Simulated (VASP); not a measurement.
Runs of VASP 6.6.1 on GaN. The structure is that of space group F-43m (No. 216), or close to it. The cells are those of the table. 

```tsv
task	level	potentials or basis	cell	cutoff (eV)	gap on the mesh (eV)	pressure (GPa)	relaxed volume (Å³/atom)
single point	PBE+D4	VASP PAW PBE potentials, release 64 (Ga_d, N)	a = 3.183 Å, angles 60.0°, 2 atoms	520	(a)	0.1	-
single point	LDA	VASP PAW LDA potentials, release 64 (Ga_d, N)	a = 3.150 Å, angles 60.0°, 2 atoms	520	(c)	1.1	-
relaxation of cell and atoms	LDA	VASP PAW LDA potentials, release 64 (Ga_d, N)	relaxed from a = 3.187 Å, angles 60.0°, 2 atoms	600	1.94	-0.4	11.11
relaxation of cell and atoms	PBE+D4	VASP PAW PBE potentials, release 64 (Ga_d, N)	relaxed from a = 3.187 Å, angles 60.0°, 2 atoms	600	(b)	0.7	-
relaxation of cell and atoms	r2SCAN+rVV10	VASP PAW PBE potentials, release 64 (Ga_d, N)	relaxed from a = 3.187 Å, angles 60.0°, 2 atoms	600	2.13	0.1	11.36
```

Alike in all rows: no spin polarisation; k mesh 8 × 8 × 8; smearing methfessel-paxton 0.02 eV.

Question: Fill in the values left out.

Answer: (a) 1.75; (b) 1.77; (c) 1.97.

Caveats: the PAW data sets were made with another functional, which shifts forces and pressure a little (some runs).

A k mesh can miss the band edges, and the runs leave out spin-orbit coupling on Ga.
